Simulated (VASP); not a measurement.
## As: single point with PBE0

As:

```
CELL_PARAMETERS angstrom
1.88080 1.08588 3.51406
-1.88080 1.08588 3.51406
0.00000 -2.17176 3.51406
ATOMIC_POSITIONS crystal
As 0.22600 0.22600 0.22600
As 0.77400 0.77400 0.77400
```

- Program: VASP 6.6.1
- Task: single point
- Functional: PBE0
- Potentials or basis: VASP PAW PBE potentials, release 64 (As_d)
- Cutoff: 400 eV
- k mesh: 4 × 4 × 4
- Occupations: fermi-dirac, width 0.05 eV
- Spin: no spin polarisation

- Pressure: 0.8 GPa
- Largest force: 0.185 eV/Å
- Band gap on the k mesh: 1.03 eV (least direct gap 1.14 eV)

Forces in eV/Å, atoms in the order of the input:
```
As   0.000  0.000 -0.185
As   0.000  0.000  0.185
```

Stress tensor (GPa, compression positive):
```
 1.60  0.00  0.00
 0.00  1.60  0.00
 0.00  0.00 -0.74
```

Levels at points of the mesh, in eV from the valence-band top:
| k point | band 12 | band 13 | band 14 | band 15 | band 16 | band 17 | band 18 | band 19 |
| --- | --- | --- | --- | --- | --- | --- | --- | --- |
| (0.00, 0.00, 0.00) | -5.97 | -2.53 | -2.03 | -2.03 | 3.12 | 4.58 | 4.58 | 8.65 |
| (0.50, 0.00, 0.00) | -12.07 | -2.96 | -2.88 | -0.11 | 1.03 | 1.75 | 2.88 | 10.84 |
| (0.50, 0.50, 0.00) | -10.51 | -6.41 | -4.47 | -4.37 | 2.85 | 7.44 | 8.87 | 9.44 |
| (0.50, 0.50, 0.50) | -10.85 | -1.76 | -1.76 | 0.00 | 2.16 | 2.16 | 3.13 | 9.87 |

It took 12 min on 1 thread of Intel(R) Xeon(R) 6975P-C (Granite Rapids) (shared host), peak memory 0.16 GiB.

Caveat: the k points lie up to 0.50 Å⁻¹ apart; the PAW data sets were made with another functional, which shifts forces and pressure a little. A k mesh can miss the band edges.
